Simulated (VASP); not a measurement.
A run of VASP 6.6.1:

POSCAR

```
ZrS
1.0
    0.0000000000      2.6250000000      2.6250000000
    2.6250000000      0.0000000000      2.6250000000
    2.6250000000      2.6250000000      0.0000000000
Zr S
1 1
Direct
    0.0000000000      0.0000000000      0.0000000000
    0.5000000000      0.5000000000      0.5000000000
```

Contents of INCAR.step1:

```
SYSTEM = ZrS
  PREC = Accurate
  ENCUT = 520
  ISMEAR = 0
  SIGMA = 0.1
  LREAL = .False.
  LASPH = .True.
  NELM = 100
  NBANDS = 16
  ISYM = 0
  GGA = PE
  ALGO = Normal
  EDIFF = 1E-4
  LWAVE = .True.
  LCHARG = .False.
```

File INCAR.step2:

```
SYSTEM = ZrS
  PREC = Accurate
  ENCUT = 520
  EDIFF = 1E-6
  ISMEAR = 0
  SIGMA = 0.1
  LREAL = .False.
  LASPH = .True.
  NELM = 100
  ALGO = Normal
  ISIF = 2
  LWAVE = .False.
  LCHARG = .False.
  METAGGA = R2SCAN
  LMIXTAU = .True.
  NBANDS = 16
  ISYM = 0
  ISTART = 1
```

File KPOINTS:

```
Automatic mesh
0
Gamma
  8 8 8
  0.5 0.5 0.5
```

Potentials or basis: VASP PAW PBE potentials, release 64 (Zr_sv, S).

The run is started by

```console
$ cat potpaw_PBE.64/Zr_sv/POTCAR potpaw_PBE.64/S/POTCAR > POTCAR
$ cp INCAR.step1 INCAR
$ mpirun -np 1 vasp_std > vasp.out
$ cp INCAR.step2 INCAR
$ mpirun -np 1 vasp_std > vasp.out
```

Hardware: 1 thread of Intel(R) Xeon(R) Platinum 8488C (Sapphire Rapids) (shared host).

Q: How long does it take, and how much memory?

A: Wall time 18 min on 1 thread of Intel(R) Xeon(R) Platinum 8488C (Sapphire Rapids) (shared host), peak memory 0.64 GiB. Counts: k points 1024.
